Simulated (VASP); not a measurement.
YSnSbC2, 5 atoms in the cell. The structure is tetragonal, space group P4/mmm (No. 123). The conventional cell has a = 4.349 Å, b = 4.349 Å, c = 5.864 Å, α = 90.00°, β = 90.00°, γ = 90.00°. Y (site symmetry 4/mmm) has 4 Sb at 3.07 Å and 8 C at 3.65 Å within 4.0 Å. Sn (site symmetry 4/mmm) has 4 C at 2.17 Å and 2 Sb at 2.93 Å within 3.0 Å. Sb (site symmetry 4/mmm) has 2 Sn at 2.93 Å and 4 Y at 3.07 Å and 8 C at 3.65 Å within 3.9 Å. C (site symmetry mmm) has 2 Sn at 2.17 Å within 2.9 Å. 

| Item | Value |
| --- | --- |
| Program | VASP 6.6.1 |
| Task | relaxation of cell and atoms |
| Functional | PBE |
| Potentials or basis | VASP PAW PBE potentials, release 64 (Y_sv, Sn_d, Sb, C) |
| Cutoff | 600 eV |
| k mesh | 10 × 10 × 6 |
| Occupations | gaussian, width 0.1 eV |
| Spin | no spin polarisation |
| Dipole correction | no |
| Further INCAR settings | ALGO = Normal; EDIFF = 1e-06; IBRION = 2; EDIFFG = -0.01; NSW = 100; ISIF = 3 |

Potentials or basis: VASP PAW PBE potentials, release 64 (Y_sv, Sn_d, Sb, C).

The run is started by

```sh
$ cat potpaw_PBE.64/Y_sv/POTCAR potpaw_PBE.64/Sn_d/POTCAR potpaw_PBE.64/Sb/POTCAR potpaw_PBE.64/C/POTCAR > POTCAR
$ mpirun -np 1 vasp_std > vasp.out
```

Hardware: 1 thread of AMD EPYC 7R43 64-Core Processor (Zen 3), on a shared host.

Task: Estimate the wall time of this run.

Result: It took 10 min on 1 thread of AMD EPYC 7R43 64-Core Processor (Zen 3), on a shared host, peak memory 0.45 GiB. Counts: scf iterations 28, k points 84, ion steps 3.
